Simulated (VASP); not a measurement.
# Pt (P6_3/mmc) in VASP: a series of runs

Runs on Pt. Level: RPBE. Tasks: relaxation of cell and atoms, single point.

Program: VASP 6.6.1. These are calculated values, not measurements. Logs are shortened: lines on timing, memory, paths and dates and some standing lists are left out, and cuts for length are marked.

## 1. The cell of the first run

It takes space group P6_3/mmc (No. 194, hexagonal). Conventional cell: a = 2.774 Å, b = 2.774 Å, c = 4.530 Å, α = 90.00°, β = 90.00°, γ = 120.00°. Pt (site symmetry -6m2) has 12 Pt at 2.77 Å within 3.7 Å.

## 2. Relaxation of cell and atoms, RPBE

Input file INCAR:

```
SYSTEM = Pt
  PREC = Accurate
  ENCUT = 600
  EDIFF = 1E-6
  ISMEAR = -1
  SIGMA = 0.1
  LREAL = .False.
  LASPH = .True.
  NELM = 80
  ALGO = Normal
  ISIF = 3
  LWAVE = .False.
  LCHARG = .False.
  GGA = RP
  IBRION = 2
  NSW = 80
  EDIFFG = -0.01
```

Input file KPOINTS:

```
regular mesh
0
Gamma
  13 13 7
  0 0 0
```

Input file POSCAR:

```
Pt
1.0
    2.7740467412      0.0000000000      0.0000000000
   -1.3870233706      2.4023949491      0.0000000000
    0.0000000000      0.0000000000      4.5300183283
Pt
2
Direct
    0.3333333333      0.6666666667      0.2500000000
    0.6666666667      0.3333333333      0.7500000000
```

Potentials or basis: VASP PAW PBE potentials, release 64 (Pt).

On the command line:

```console
cat potpaw_PBE.64/Pt/POTCAR > POTCAR
mpirun -np 1 vasp_std > vasp.out
```

OUTCAR:

```text
SYSTEM = Pt
   PREC = Accurate
   ENCUT = 600
   EDIFF = 1E-6
   ISMEAR = -1
   LREAL = .False.
   LASPH = .True.
   NELM = 80
   ISIF = 3
   GGA = RP
   IBRION = 2
   NSW = 80
   EDIFFG = -0.01

 ion  position               nearest neighbor table
   1  0.333  0.667  0.250-   2 2.77   2 2.77   2 2.77   2 2.77   2 2.77   2 2.77
   2  0.667  0.333  0.750-   1 2.77   1 2.77   1 2.77   1 2.77   1 2.77   1 2.77

  LATTYP: Found a hexagonal cell.
 ALAT       =     2.7740467412
 C/A-ratio  =     1.6330000000

  Lattice vectors:

 A1 = (   2.7740467412,   0.0000000000,   0.0000000000)
 A2 = (  -1.3870233706,   2.4023949491,   0.0000000000)
 A3 = (   0.0000000000,   0.0000000000,   4.5300183283)

Analysis of symmetry for initial positions (statically):
=====================================================================
 Subroutine PRICEL returns:
 Original cell was already a primitive cell.

 Routine SETGRP: Setting up the symmetry group for a
 hexagonal supercell.

 Subroutine GETGRP returns: Found 24 space group operations
 (whereof 12 operations were pure point group operations)
 out of a pool of 24 trial point group operations.

The static configuration has the point symmetry D_3d.
 The point group associated with its full space group is D_6h.

Analysis of symmetry for dynamics (positions and initial velocities):
=====================================================================
 Subroutine PRICEL returns:
 Original cell was already a primitive cell.

 Routine SETGRP: Setting up the symmetry group for a
 hexagonal supercell.

 Subroutine GETGRP returns: Found 24 space group operations
 (whereof 12 operations were pure point group operations)
 out of a pool of 24 trial point group operations.

The dynamic configuration has the point symmetry D_3d.
 The point group associated with its full space group is D_6h.

 Subroutine INISYM returns: Found 24 space group operations
 (whereof 12 operations are pure point group operations),
 and found     1 'primitive' translations

----------------------------------------------------------------------------------------

                                     Primitive cell

  volume of cell :      30.1897

  direct lattice vectors                    reciprocal lattice vectors
     2.774046741  0.000000000  0.000000000     0.360484193  0.208125646  0.000000000
    -1.387023371  2.402394949  0.000000000     0.000000000  0.416251291  0.000000000
     0.000000000  0.000000000  4.530018328     0.000000000  0.000000000  0.220749659

  length of vectors
     2.774046741  2.774046741  4.530018328     0.416251291  0.416251291  0.220749659

  position of ions in fractional coordinates (direct lattice)
     0.333333333  0.666666667  0.250000000
     0.666666667  0.333333333  0.750000000

  ion indices of the primitive-cell ions
   primitive index   ion index
                 1           1
                 2           2

----------------------------------------------------------------------------------------

 KPOINTS: regular mesh

Automatic generation of k-mesh.
 Grid dimensions read from file:
 generate k-points for:   13   13    7

 Generating k-lattice:

  Cartesian coordinates                     Fractional coordinates (reciprocal lattice)
     0.027729553  0.016009665  0.000000000     0.076923077 -0.000000000  0.000000000
     0.000000000  0.032019330  0.000000000     0.000000000  0.076923077  0.000000000
     0.000000000  0.000000000  0.031535666     0.000000000  0.000000000  0.142857143

  Length of vectors
     0.032019330  0.032019330  0.031535666

  Shift w.r.t. Gamma in fractional coordinates (k-lattice)
     0.000000000  0.000000000  0.000000000

 Subroutine IBZKPT returns following result:
 ===========================================

 Found     84 irreducible k-points:

 Following reciprocal coordinates:
            Coordinates               Weight
  0.000000  0.000000  0.000000      1.000000
  0.076923  0.000000  0.000000      6.000000
  0.153846  0.000000  0.000000      6.000000
  0.230769  0.000000  0.000000      6.000000
  0.307692  0.000000  0.000000      6.000000
  0.384615  0.000000  0.000000      6.000000
[... 16 lines left out ...]
  0.076923  0.000000  0.142857     12.000000
  0.153846  0.000000  0.142857     12.000000
 [... further k-points ...]
   k-points           NKPTS =     84   k-points in BZ     NKDIM =     84   number of bands    NBANDS=     14
   number of dos      NEDOS =    301   number of ions     NIONS =      2
   total plane-waves  NPLWV =  20736
   dimension x,y,z NGX =    24 NGY =   24 NGZ =   36
   dimension x,y,z NGXF=    48 NGYF=   48 NGZF=   72
   ions per type =               2
   NGX,Y,Z   is equivalent  to a cutoff of  14.38, 14.38, 13.21 a.u.
   NGXF,Y,Z  is equivalent  to a cutoff of  28.77, 28.77, 26.42 a.u.
 SYSTEM =  Pt
   PREC   = accura    normal or accurate (medium, high low for compatibility)
   ISTART =      0    job   : 0-new  1-cont  2-samecut
   ICHARG =      2    charge: 1-file 2-atom 10-const
   ISPIN  =      1    spin polarized calculation?
   LNONCOLLINEAR =      F non collinear calculations
   LSORBIT =      F    spin-orbit coupling
   LASPH  =      T    aspherical Exc in radial PAW
   ENCUT  =  600.0 eV  44.10 Ry    6.64 a.u.   5.54  5.54  9.05*2*pi/ulx,y,z
   NELM   =     80;   NELMIN=  2; NELMDL= -5     # of ELM steps
   EDIFF  = 0.1E-05   stopping-criterion for ELM
   LREAL  =      F    real-space projection
   EDIFFG = -.1E-01   stopping-criterion for IOM
   NSW    =     80    number of steps for IOM
   IBRION =      2    ionic relax: 0-MD 1-quasi-New 2-CG
   NFREE  =      1    steps in history (QN), initial steepest desc. (CG)
   ISIF   =      3    stress and relaxation
   ISYM   =      2    0-nonsym 1-usesym 2-fastsym
   POTIM  = 0.5000    time-step for ionic-motion
   TEBEG  =    0.0;   TEEND  =   0.0 temperature during run
   PSTRESS=    0.0 pullay stress
   NELECT =      20.0000    total number of electrons
   NUPDOWN=      -1.0000    fix difference up-down
   EMIN   =  10.00;   EMAX   =-10.00  energy-range for DOS
   EFERMI =   0.00;   METHOD = LEGACY
   ISMEAR =    -1;   SIGMA  =   0.10  broadening in eV -4-tet -1-fermi 0-gaus
   EFERMI_NEDOS =   21; number of points for ismear=-14 and -15
   IALGO  =     38    algorithm
   IMIX   =      4    mixing-type and parameters
     AMIX     =   0.40;   BMIX     =  1.00
     AMIX_MAG =   1.60;   BMIX_MAG =  1.00
  volume/ion in A,a.u.               =      15.09       101.86
  Fermi-wavevector in a.u.,A,eV,Ry     =   1.427136  2.696897 27.711231  2.036718
  Thomas-Fermi vector in A             =   2.547338
   LORBIT       =      0    0 simple, 1 ext, 2 COOP (PROOUT), +10 PAW based schemes
   GGA     = RP    functional components
   LHFCALC =     F    Hartree Fock is set to
   AEXX    =    0.0000 exact exchange contribution
   IVDW    =     0    specifies the selected vdW correction
   LEPSILON=     F    determine dielectric tensor
   LRPA    =     F    only Hartree local field effects (RPA)
 conjugate gradient relaxation of ions
 non-spin polarized calculation
  energy-cutoff  :      600.00
  volume of cell :       30.19
 maximum number of plane-waves:      1032
 NGX is ok and might be reduce to    24
   NGX = 11   NGY = 11   NGZ = 19

--------------------------------------- Ionic step        1  -------------------------------------------

 number of electron      20.0000002 magnetization

 Free energy of the ion-electron system (eV)
  ---------------------------------------------------
  ext. energy  EPLUGINS =         0.00000000
  ---------------------------------------------------
  free energy    TOTEN  =       -10.75734663 eV

  energy without entropy =      -10.63377722  energy(sigma->0) =      -10.69556193

------------------------ aborting loop because EDIFF is reached ----------------------------------------

  FORCE on cell =-STRESS in cart. coord.  units (eV):
  Direction    XX          YY          ZZ          XY          YZ          ZX
  --------------------------------------------------------------------------------------
  -------------------------------------------------------------------------------------
  Total        2.4173610      2.4173610      3.9682506     -0.0000000      0.0000000      0.0000000
  in kB      128.2903374    128.2903374    210.5966836     -0.0000000      0.0000000      0.0000000
  external PRESSURE =     155.7257861 kB  Pullay stress =       0.0000000 kB
[... 21 lines left out ...]
  energy  without entropy=      -10.6337772232  energy(sigma->0) =      -10.69556193

--------------------------------------- Ionic step        2  -------------------------------------------

 number of electron      19.9999996 magnetization

 E-fermi :   7.8216     XC(G=0): -12.2025

 val. band max:        7.8213393668   @ k =   0.3077   0.1538   0.1429
 cond. band min:       7.8245285245   @ k =   0.3846   0.0000   0.1429
 fundamental gap:      0.0031891577
 Fermi energy:         7.8215697666

 k-point     1 :       0.0000    0.0000    0.0000
  band No.  band energies     occupation
      1      -0.2452      2.00000
      2       2.3071      2.00000
      3       4.9406      2.00000
      4       5.2131      2.00000
      5       5.2131      2.00000
      6       5.5166      2.00000
      7       5.5166      2.00000
      8       6.2960      2.00000
      9       6.2960      2.00000
     10       7.6149      1.77516
     11       7.6149      1.77516
     12       7.9682      0.37509
     13      11.8757      0.00000
     14      22.8965      0.00000
[... 375 lines left out ...]
 k-point    24 :       0.1538    0.0000    0.1429
  band No.  band energies     occupation
      1       0.6004      2.00000
      2       2.8659      2.00000
      3       4.7123      2.00000
      4       5.0505      2.00000
      5       5.1904      2.00000
      6       5.6159      2.00000
      7       5.7052      2.00000
      8       5.9026      2.00000
      9       6.2208      2.00000
     10       6.3083      2.00000
     11       7.6641      1.65693
     12       9.4166      0.00000
     13      13.3587      0.00000
     14      21.9519      0.00000

 [... further k-points ...]

------------------------ aborting loop because EDIFF is reached ----------------------------------------

  FORCE on cell =-STRESS in cart. coord.  units (eV):
  Direction    XX          YY          ZZ          XY          YZ          ZX
  --------------------------------------------------------------------------------------
  -------------------------------------------------------------------------------------
  Total       -5.2400490     -5.2400490     -4.5596828      0.0000000     -0.0000000      0.0000000
  in kB     -226.6014300   -226.6014300   -197.1795787      0.0000000     -0.0000000      0.0000000
  external PRESSURE =    -216.7941462 kB  Pullay stress =       0.0000000 kB
[... 237 lines left out ...]
  energy  without entropy=      -10.7480282620  energy(sigma->0) =      -10.80706747

--------------------------------------- Ionic step        9  -------------------------------------------

 number of electron      20.0000004 magnetization

 Free energy of the ion-electron system (eV)
  ---------------------------------------------------
  ext. energy  EPLUGINS =         0.00000000
  ---------------------------------------------------
  free energy    TOTEN  =       -10.86629372 eV

  energy without entropy =      -10.74842974  energy(sigma->0) =      -10.80736173

 E-fermi :  10.2176     XC(G=0): -13.0666

 val. band max:       10.2153845534   @ k =   0.3846   0.1538   0.0000
 cond. band min:      10.2196495955   @ k =   0.3846   0.0000   0.0000
 fundamental gap:      0.0042650421
 Fermi energy:        10.2176061181

 k-point     1 :       0.0000    0.0000    0.0000
  band No.  band energies     occupation
      1       0.7041      2.00000
      2       3.3563      2.00000
      3       6.4423      2.00000
      4       6.8862      2.00000
      5       6.8862      2.00000
      6       7.2547      2.00000
      7       7.2547      2.00000
      8       8.3883      2.00000
      9       8.3883      2.00000
     10       9.6475      1.99334
     11       9.9750      1.83760
     12       9.9750      1.83760
     13      14.9402      0.00000
     14      25.2877      0.00000
[... 375 lines left out ...]
 k-point    24 :       0.1538    0.0000    0.1429
  band No.  band energies     occupation
      1       1.6753      2.00000
      2       4.0383      2.00000
      3       6.2304      2.00000
      4       6.6348      2.00000
      5       6.8093      2.00000
      6       7.3976      2.00000
      7       7.4285      2.00000
      8       7.7646      2.00000
      9       8.2462      2.00000
     10       8.2815      2.00000
     11      10.0341      1.72465
     12      11.9292      0.00000
     13      16.3285      0.00000
     14      25.3357      0.00000

 [... further k-points ...]

------------------------ aborting loop because EDIFF is reached ----------------------------------------

  FORCE on cell =-STRESS in cart. coord.  units (eV):
  Direction    XX          YY          ZZ          XY          YZ          ZX
  --------------------------------------------------------------------------------------
  -------------------------------------------------------------------------------------
  Total        0.0040124      0.0040124      0.0061253      0.0000000     -0.0000000      0.0000000
  in kB        0.2006941      0.2006941      0.3063809      0.0000000     -0.0000000      0.0000000
  external PRESSURE =       0.2359230 kB  Pullay stress =       0.0000000 kB
[... 17 lines left out ...]
  FREE ENERGIE OF THE ION-ELECTRON SYSTEM (eV)
  ---------------------------------------------------
  free  energy   TOTEN  =       -10.8662937153 eV

  energy  without entropy=      -10.7484297360  energy(sigma->0) =      -10.80736173

 reached required accuracy - stopping structural energy minimisation
```

Wall time 94 s (1 thread of AMD EPYC 9R45 (Zen 5), shared host); peak memory 0.16 GiB.

What came out:

- Free energy: -10.8663 eV
- Relaxed volume: 16.02 Å³/atom
- Relaxed cell: a = 2.781 Å, b = 2.781 Å, c = 4.782 Å, α = 90.00°, β = 90.00°, γ = 120.00°
- Space group after relaxing (to 0.05 Å): P6_3/mmc (No. 194)
- Energy gained by relaxing: 54.5 meV/atom
- Ionic steps: 9
- Pressure after relaxing: 0.0 GPa
- Band gap on the k mesh: zero (band 10 reaches 10.58 eV, above the bottom of band 11 at 9.49 eV)

The path:
| step | energy change (eV) | largest force (eV/Å) | pressure (GPa) | volume (Å³) |
| --- | --- | --- | --- | --- |
| 1 | 0.0000 | 0.0000 | 15.57 | 30.19 |
| 2 | 0.2968 | 0.0000 | -21.68 | 37.05 |
| 3 | -0.0919 | 0.0000 | -1.37 | 32.21 |
| 4 | -0.0922 | 0.0000 | -0.76 | 32.12 |
| 5 | -0.1061 | 0.0000 | -0.24 | 32.04 |
| 6 | -0.1089 | 0.0000 | 0.29 | 31.99 |
| 7 | -0.1089 | 0.0000 | 0.31 | 31.99 |
| 8 | -0.1088 | 0.0000 | -0.64 | 32.12 |
| 9 | -0.1089 | 0.0000 | 0.02 | 32.03 |

Final structure:
```
Pt
1.0
     2.78113    0.00000    0.00000
    -1.39056    2.40853    0.00000
     0.00000    0.00000    4.78193
Pt
2
Direct
  0.33333 0.66667 0.25000
  0.66667 0.33333 0.75000
```

Levels at points of the mesh, in eV from the Fermi level:
| k point | band 8 | band 9 | band 10 | band 11 | band 12 | band 13 |
| --- | --- | --- | --- | --- | --- | --- |
| (0.00, 0.00, 0.00) | -1.83 | -1.83 | -0.57 | -0.24 | -0.24 | 4.72 |

Caveat: the PAW data sets were made with another functional, which shifts forces and pressure a little; spin-orbit coupling is left out, which moves the levels of the heavy elements.

## 3. Single point, RPBE

This run uses another cell than the first one, of 16.05 Å³/atom, 1.063 times its volume.

Input file INCAR:

```
ALGO = Normal
EDIFF = 1E-6
ENCUT = 520
GGA = RP
ISIF = 2
ISMEAR = -1
LASPH = True
LCHARG = False
LREAL = False
LWAVE = False
NBANDS = 17
NELM = 60
PREC = Accurate
SIGMA = 0.1
```

Input file KPOINTS:

```
k-points
0
Gamma
  21 21 11
```

Input file POSCAR:

```
Pt
1.0
    2.7821340467      0.0000000000      0.0000000000
   -1.3910670233      2.4093987611      0.0000000000
    0.0000000000      0.0000000000      4.7878454122
Pt
2
Direct
    0.3333333333      0.6666666667      0.2500000000
    0.6666666667      0.3333333333      0.7500000000
```

Potentials or basis: VASP PAW PBE potentials, release 64 (Pt).

On the command line:

```console
cat potpaw_PBE.64/Pt/POTCAR > POTCAR
mpirun -np 1 vasp_std > vasp.out
```

Wall time 64 s (1 thread of AMD EPYC 9R45 (Zen 5), shared host); peak memory 0.23 GiB.

Results (log left out):

- Free energy: -10.8680 eV
- Pressure: -0.5 GPa
- Band gap on the k mesh: zero (band 10 reaches 10.59 eV, above the bottom of band 11 at 9.42 eV)

Stress tensor (GPa, compression positive):
```
-0.41  0.00  0.00
 0.00 -0.41  0.00
 0.00  0.00 -0.61
```

Levels at points of the mesh, in eV from the Fermi level:
```
           k point  band 6  band 7  band 8  band 9  band 10  band 11  band 12  band 13  band 14  band 15
(0.00, 0.00, 0.00)   -2.95   -2.95   -1.82   -1.82    -0.57    -0.24    -0.24     4.70    15.08    15.81
```

Caveat: the PAW data sets were made with another functional, which shifts forces and pressure a little; spin-orbit coupling is left out, which moves the levels of the heavy elements.
